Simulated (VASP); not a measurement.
# Al in VASP: single point with PBEsol

Aim: the single point of Al with PBEsol.

Program: VASP 6.6.1. These are calculated values, not measurements. Logs are shortened: lines on timing, memory, paths and dates and some standing lists are left out, and cuts for length are marked.

## Step 1: The cell of the first run

The typed cell holds 4 atoms: a = 4.020 Å, b = 4.020 Å, c = 4.020 Å, α = 90.00°, β = 90.00°, γ = 90.00°.

## Step 2: Single point, PBEsol (atom 1 moved 0.75 Å, then relaxed in part)

INCAR reads:

```
ALGO     = Fast           # electronic algorithm
EDIFF    = 1E-6           # SCF threshold, eV
ENCUT    = 520            # plane-wave cutoff, eV
GGA      = PS             # functional
ISIF     = 2              # what is computed and relaxed
ISMEAR   = 0              # smearing method
LASPH    = True           # aspherical terms in the spheres
LCHARG   = False          # write CHGCAR
LREAL    = False          # projectors in reciprocal space
LWAVE    = False          # write WAVECAR
NBANDS   = 14             # bands
NELM     = 80             # most SCF steps
PREC     = Accurate       # precision mode
SIGMA    = 0.15           # smearing width, eV
```

KPOINTS reads:

```
k-points
0
Gamma
  8 8 8
```

POSCAR reads:

```
Al
1.0
    4.0197534841     -0.0000406941      0.0000127677
    0.0000406941     -4.0198621494      0.0000166702
   -0.0000127677      0.0000166702     -4.0195194679
Al
4
Direct
    0.0000107951      0.4999868481      0.5000115087
    0.5000045774      0.0000068406      0.4999904131
    0.4999926655      0.5000104095     -0.0000027744
   -0.0000080381     -0.0000040981      0.0000008527
```

Potentials or basis: VASP PAW PBE potentials, release 64 (Al).

Started as:

```sh
cat potpaw_PBE.64/Al/POTCAR > POTCAR
mpirun -np 1 vasp_std > vasp.out
```

OUTCAR:

```text
EDIFF = 1E-6
   ENCUT = 520
   GGA = PS
   ISIF = 2
   ISMEAR = 0
   LASPH = True
   LREAL = False
   NELM = 80
   PREC = Accurate

 ion  position               nearest neighbor table
   1  0.000  0.500  0.500-   3 2.84   4 2.84   3 2.84   2 2.84   3 2.84   4 2.84   4 2.84   3 2.84
                             4 2.84   2 2.84   2 2.84   2 2.84
   2  0.500  0.000  0.500-   4 2.84   4 2.84   3 2.84   4 2.84   1 2.84   3 2.84   3 2.84   3 2.84
                             4 2.84   1 2.84   1 2.84   1 2.84
   3  0.500  0.500  1.000-   1 2.84   2 2.84   1 2.84   1 2.84   2 2.84   4 2.84   2 2.84   2 2.84
                             1 2.84   4 2.84   4 2.84   4 2.84
   4  1.000  1.000  0.000-   2 2.84   2 2.84   1 2.84   2 2.84   1 2.84   1 2.84   3 2.84   2 2.84
                             1 2.84   3 2.84   3 2.84   3 2.84

  LATTYP: Found a simple monoclinic cell.
 ALAT       =     4.0195194680
 B/A-ratio  =     1.0000582200
 C/A-ratio  =     1.4142679824
 COS(beta)  =    -0.7070737070

  Lattice vectors:

 A1 = (  -0.0000127677,   0.0000166702,  -4.0195194679)
 A2 = (  -4.0197534841,   0.0000406941,  -0.0000127677)
 A3 = (  -0.0000279264,   4.0198454792,   4.0195027977)

Analysis of symmetry for initial positions (statically):
=====================================================================
 Subroutine PRICEL returns:
 Original cell was already a primitive cell.

 Routine SETGRP: Setting up the symmetry group for a
 simple monoclinic supercell.

 Subroutine GETGRP returns: Found  1 space group operations
 (whereof  1 operations were pure point group operations)
 out of a pool of  4 trial point group operations.

The static configuration has the point symmetry C_1 .

Analysis of symmetry for dynamics (positions and initial velocities):
=====================================================================
 Subroutine PRICEL returns:
 Original cell was already a primitive cell.

 Routine SETGRP: Setting up the symmetry group for a
 simple monoclinic supercell.

 Subroutine GETGRP returns: Found  1 space group operations
 (whereof  1 operations were pure point group operations)
 out of a pool of  4 trial point group operations.

The dynamic configuration has the point symmetry C_1 .

 Subroutine INISYM returns: Found  1 space group operations
 (whereof  1 operations are pure point group operations),
 and found     1 'primitive' translations

----------------------------------------------------------------------------------------

                                     Primitive cell

  volume of cell :      64.9508

  direct lattice vectors                    reciprocal lattice vectors
     4.019753484 -0.000040694  0.000012768     0.248771474  0.000002518 -0.000000790
     0.000040694 -4.019862149  0.000016670    -0.000002518 -0.248764749 -0.000001032
    -0.000012768  0.000016670 -4.019519468     0.000000790 -0.000001032 -0.248785958

  length of vectors
     4.019753484  4.019862150  4.019519468     0.248771474  0.248764749  0.248785958

  position of ions in fractional coordinates (direct lattice)
     0.000010795  0.499986848  0.500011509
     0.500004577  0.000006841  0.499990413
     0.499992666  0.500010409  0.999997226
     0.999991962  0.999995902  0.000000853

  ion indices of the primitive-cell ions
   primitive index   ion index
                 1           1
                 2           2
                 3           3
                 4           4

----------------------------------------------------------------------------------------

 KPOINTS: k-points

Automatic generation of k-mesh.
 Grid dimensions read from file:
 generate k-points for:    8    8    8

 Generating k-lattice:

  Cartesian coordinates                     Fractional coordinates (reciprocal lattice)
     0.031096434  0.000000315 -0.000000099     0.125000000 -0.000000000  0.000000000
    -0.000000315 -0.031095594 -0.000000129    -0.000000000  0.125000000 -0.000000000
     0.000000099 -0.000000129 -0.031098245     0.000000000 -0.000000000  0.125000000

  Length of vectors
     0.031096434  0.031095594  0.031098245

  Shift w.r.t. Gamma in fractional coordinates (k-lattice)
     0.000000000  0.000000000  0.000000000

 Subroutine IBZKPT returns following result:
 ===========================================

 Found    260 irreducible k-points:

 Following reciprocal coordinates:
            Coordinates               Weight
  0.000000  0.000000  0.000000      1.000000
  0.125000 -0.000000  0.000000      2.000000
  0.250000 -0.000000  0.000000      2.000000
  0.375000 -0.000000  0.000000      2.000000
  0.500000 -0.000000  0.000000      1.000000
 -0.000000  0.125000  0.000000      2.000000
[... 16 lines left out ...]
  0.125000  0.375000 -0.000000      2.000000
  0.250000  0.375000  0.000000      2.000000
 [... further k-points ...]
   k-points           NKPTS =    260   k-points in BZ     NKDIM =    260   number of bands    NBANDS=     14
   number of dos      NEDOS =    301   number of ions     NIONS =      4
   total plane-waves  NPLWV =  27000
   dimension x,y,z NGX =    30 NGY =   30 NGZ =   30
   dimension x,y,z NGXF=    60 NGYF=   60 NGZF=   60
   ions per type =               4
   NGX,Y,Z   is equivalent  to a cutoff of  12.41, 12.41, 12.41 a.u.
   NGXF,Y,Z  is equivalent  to a cutoff of  24.81, 24.81, 24.82 a.u.
 SYSTEM =  unknown system
   PREC   = accura    normal or accurate (medium, high low for compatibility)
   ISTART =      0    job   : 0-new  1-cont  2-samecut
   ICHARG =      2    charge: 1-file 2-atom 10-const
   ISPIN  =      1    spin polarized calculation?
   LNONCOLLINEAR =      F non collinear calculations
   LSORBIT =      F    spin-orbit coupling
   LASPH  =      T    aspherical Exc in radial PAW
   ENCUT  =  520.0 eV  38.22 Ry    6.18 a.u.   7.47  7.47  7.47*2*pi/ulx,y,z
   NELM   =     80;   NELMIN=  2; NELMDL= -5     # of ELM steps
   EDIFF  = 0.1E-05   stopping-criterion for ELM
   LREAL  =      F    real-space projection
   EDIFFG = 0.1E-04   stopping-criterion for IOM
   NSW    =      0    number of steps for IOM
   IBRION =     -1    ionic relax: 0-MD 1-quasi-New 2-CG
   NFREE  =      0    steps in history (QN), initial steepest desc. (CG)
   ISIF   =      2    stress and relaxation
   ISYM   =      2    0-nonsym 1-usesym 2-fastsym
   POTIM  = 0.5000    time-step for ionic-motion
   TEBEG  =    0.0;   TEEND  =   0.0 temperature during run
   PSTRESS=    0.0 pullay stress
   NELECT =      12.0000    total number of electrons
   NUPDOWN=      -1.0000    fix difference up-down
   EMIN   =  10.00;   EMAX   =-10.00  energy-range for DOS
   EFERMI =   0.00;   METHOD = LEGACY
   ISMEAR =     0;   SIGMA  =   0.15  broadening in eV -4-tet -1-fermi 0-gaus
   EFERMI_NEDOS =   21; number of points for ismear=-14 and -15
   IALGO  =     68    algorithm
   IMIX   =      4    mixing-type and parameters
     AMIX     =   0.40;   BMIX     =  1.00
     AMIX_MAG =   1.60;   BMIX_MAG =  1.00
  volume/ion in A,a.u.               =      16.24       109.58
  Fermi-wavevector in a.u.,A,eV,Ry     =   0.932410  1.762000 11.828752  0.869389
  Thomas-Fermi vector in A             =   2.059005
   LORBIT       =      0    0 simple, 1 ext, 2 COOP (PROOUT), +10 PAW based schemes
   GGA     = PS    functional components
   LHFCALC =     F    Hartree Fock is set to
   AEXX    =    0.0000 exact exchange contribution
   IVDW    =     0    specifies the selected vdW correction
   LEPSILON=     F    determine dielectric tensor
   LRPA    =     F    only Hartree local field effects (RPA)
 non-spin polarized calculation
 RMM-DIIS sequential band-by-band and
 Gauss-broadening in eV      SIGMA  =   0.15
  energy-cutoff  :      520.00
  volume of cell :       64.95
 maximum number of plane-waves:      1775
 NGX is ok and might be reduce to    30
   NGX = 15   NGY = 15   NGZ = 15

 number of electron      12.0000000 magnetization

 Free energy of the ion-electron system (eV)
  ---------------------------------------------------
  ext. energy  EPLUGINS =         0.00000000
  ---------------------------------------------------
  free energy    TOTEN  =       -16.39098851 eV

  energy without entropy =      -16.37510860  energy(sigma->0) =      -16.38304855

 E-fermi :   8.2300     XC(G=0): -10.3150

 val. band max:        8.0240023609   @ k =   0.2500   0.3750   0.2500
 cond. band min:       8.2339944605   @ k =  -0.0000   0.1250   0.0000
 fundamental gap:      0.2099920996
 Fermi energy:         8.2300075392

 k-point     1 :       0.0000    0.0000    0.0000
  band No.  band energies     occupation
      1      -3.1230      2.00000
      2       5.1597      2.00000
      3       5.1601      2.00000
      4       5.1609      2.00000
      5       6.5052      2.00000
      6       6.5057      2.00000
      7       6.5069      2.00000
      8      13.3736      0.00000
      9      13.3743      0.00000
     10      13.3746      0.00000
     11      13.7793      0.00000
     12      13.7800      0.00000
     13      13.7805      0.00000
     14      13.7809      0.00000

 k-point     2 :       0.1250   -0.0000    0.0000
  band No.  band energies     occupation
      1      -2.9800      2.00000
      2       3.6777      2.00000
      3       5.2902      2.00000
      4       5.2915      2.00000
      5       6.6425      2.00000
      6       6.6443      2.00000
      7       8.2346      0.96541
      8      11.5874      0.00000
      9      11.5886      0.00000
     10      12.9181      0.00000
     11      12.9200      0.00000
     12      13.5154      0.00000
     13      13.9007      0.00000
     14      13.9013      0.00000

 k-point     3 :       0.2500   -0.0000    0.0000
  band No.  band energies     occupation
      1      -2.5517      2.00000
      2       1.9283      2.00000
      3       5.6821      2.00000
      4       5.6834      2.00000
      5       7.0485      2.00000
      6       7.0503      2.00000
      7       9.8790      0.00000
      8       9.8802      0.00000
      9      10.7225      0.00000
     10      11.4620      0.00000
     11      11.4638      0.00000
     12      13.9382      0.00000
     13      14.2632      0.00000
     14      14.2638      0.00000
[... 324 lines left out ...]
 k-point    23 :       0.1250    0.3750   -0.0000
  band No.  band energies     occupation
      1      -1.6993      2.00000
      2       0.5473      2.00000
      3       4.8907      2.00000
      4       6.4680      2.00000
      5       6.9667      2.00000
      6       7.9882      1.97738
      7       8.5660      0.00154
      8       9.2687      0.00000
      9      10.3599      0.00000
     10      11.6547      0.00000
     11      12.7756      0.00000
     12      13.4951      0.00000
     13      14.1470      0.00000
     14      14.8706      0.00000

 k-point    24 :       0.2500    0.3750    0.0000
  band No.  band energies     occupation
      1      -1.2751      2.00000
      2       0.9647      2.00000
      3       3.1630      2.00000
      4       5.3214      2.00000
      5       6.8608      2.00000
      6       8.3659      0.20020
      7       8.9602      0.00000
      8      10.4270      0.00000
      9      11.0646      0.00000
     10      12.0601      0.00000
     11      12.4974      0.00000
     12      13.1660      0.00000
     13      13.9971      0.00000
     14      14.0999      0.00000

 [... further k-points ...]

------------------------ aborting loop because EDIFF is reached ----------------------------------------

  FORCE on cell =-STRESS in cart. coord.  units (eV):
  Direction    XX          YY          ZZ          XY          YZ          ZX
  --------------------------------------------------------------------------------------
  -------------------------------------------------------------------------------------
  Total        0.0285397      0.0277255      0.0302776      0.0004013      0.0001598     -0.0001249
  in kB        0.7040050      0.6839198      0.7468728      0.0098993      0.0039428     -0.0030821
  external PRESSURE =       0.7115992 kB  Pullay stress =       0.0000000 kB

 VOLUME and BASIS-vectors are now :
 -----------------------------------------------------------------------------
  energy-cutoff  :      520.00
  volume of cell :       64.95
      direct lattice vectors                 reciprocal lattice vectors
     4.019753484 -0.000040694  0.000012768     0.248771474  0.000002518 -0.000000790
     0.000040694 -4.019862149  0.000016670    -0.000002518 -0.248764749 -0.000001032
    -0.000012768  0.000016670 -4.019519468     0.000000790 -0.000001032 -0.248785958

 POSITION                                       TOTAL-FORCE (eV/Angst)
 -----------------------------------------------------------------------------------
      0.00006     -2.00987     -2.00980        -0.000214     -0.000252      0.000213
      2.00989     -0.00004     -2.00971        -0.000033      0.000151     -0.000125
      2.00985     -2.00998     -4.01949         0.000159      0.000126     -0.000073
      4.01976     -4.01989      0.00003         0.000088     -0.000025     -0.000015
 -----------------------------------------------------------------------------------
    total drift:                                0.000000      0.000000      0.000000

  FREE ENERGIE OF THE ION-ELECTRON SYSTEM (eV)
  ---------------------------------------------------
  free  energy   TOTEN  =       -16.3909885055 eV

  energy  without entropy=      -16.3751085977  energy(sigma->0) =      -16.38304855
```

Run time: 67 s. Hardware: 1 thread of Intel Xeon 6975P-C (Granite Rapids), shared host; peak memory 0.28 GiB.

Results:

| Property | Result |
| --- | --- |
| Free energy | -16.3910 eV |
| Pressure | 0.1 GPa |
| Band gap on the k mesh | zero (band 6 reaches 9.35 eV, above the bottom of band 7 at 3.72 eV) |

Caveat: the cell differs from its parent crystal (atom 1 moved 0.75 Å, then relaxed in part); the PAW data sets were made with another functional, which shifts forces and pressure a little.
